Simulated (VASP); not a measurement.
Set up this calculation in VASP 6.6.1, as the native input.

```yaml
Task: single point
Functional: r2SCAN
Potentials_or_basis: VASP PAW PBE potentials, release 64 (Li_sv, Se)
Cutoff: 830 eV
k_mesh: 12 × 12 × 12
Occupations: fermi-dirac, width 0.1 eV
Spin: no spin polarisation
Dipole_correction: no
Further_INCAR_settings: ALGO = Normal; EDIFF = 1e-06; NBANDS = 13
```

Li2Se:

```xyz
3
Lattice="2.9934 2.9934 0.0000 -2.9934 2.9934 0.0000 0.0000 2.9934 2.9934" Properties=species:S:1:pos:R:3 pbc="T T T"
Li   -1.4967    4.4901    1.4967
Li    1.4967    4.4901    1.4967
Se    0.0000    0.0000    0.0000
```

The input as run:

POSCAR

```
Li2Se
1.0
    2.9934064428      2.9934064428      0.0000000000
   -2.9934064428      2.9934064428      0.0000000000
    0.0000000000      2.9934064428      2.9934064428
Li Se
2 1
Direct
    0.2500000000      0.7500000000      0.5000000000
    0.7500000000      0.2500000000      0.5000000000
    0.0000000000      0.0000000000      0.0000000000
```

INCAR.step1

```
SYSTEM = Li2Se
PREC     = Accurate       ! precision mode
ENCUT    = 830            ! plane-wave cutoff, eV
ISMEAR   = -1             ! smearing method
SIGMA    = 0.1            ! smearing width, eV
LREAL    = .False.        ! projectors in reciprocal space
LASPH    = .True.         ! aspherical terms in the spheres
NELM     = 120            ! most SCF steps
NBANDS   = 13             ! bands
GGA      = PE             ! functional
ALGO     = Normal         ! electronic algorithm
EDIFF    = 1E-5           ! SCF threshold, eV
LWAVE    = .True.         ! write WAVECAR
LCHARG   = .False.        ! write CHGCAR
GGA_COMPAT= .False.
```

INCAR.step2

```
SYSTEM = Li2Se
PREC     = Accurate       ! precision mode
ENCUT    = 830            ! plane-wave cutoff, eV
EDIFF    = 1E-6           ! SCF threshold, eV
ISMEAR   = -1             ! smearing method
SIGMA    = 0.1            ! smearing width, eV
LREAL    = .False.        ! projectors in reciprocal space
LASPH    = .True.         ! aspherical terms in the spheres
NELM     = 120            ! most SCF steps
ALGO     = Normal         ! electronic algorithm
ISIF     = 2              ! what is computed and relaxed
LWAVE    = .False.        ! write WAVECAR
LCHARG   = .False.        ! write CHGCAR
METAGGA  = R2SCAN         ! meta-GGA
LMIXTAU  = .True.       
NBANDS   = 13             ! bands
ISTART   = 1            
GGA_COMPAT= .False.
```

KPOINTS

```
Automatic mesh
0
Gamma
  12 12 12
  0 0 0
```

Potentials or basis: VASP PAW PBE potentials, release 64 (Li_sv, Se).

Run with:

```console
$ cat potpaw_PBE.64/Li_sv/POTCAR potpaw_PBE.64/Se/POTCAR > POTCAR
$ cp INCAR.step1 INCAR
$ mpirun -np 1 vasp_std > vasp.out
$ cp INCAR.step2 INCAR
$ mpirun -np 1 vasp_std > vasp.out
```

It gave:

```json
{
 "Pressure": "-0.2 GPa",
 "Band gap on the k mesh": "3.46 eV (least direct gap 4.18 eV)"
}
```

Caveat: the PAW data sets were made with another functional, which shifts forces and pressure a little.

It took 2.4 min on 1 thread of Intel(R) Xeon(R) 6975P-C (Granite Rapids), on a shared host, peak memory 0.31 GiB.
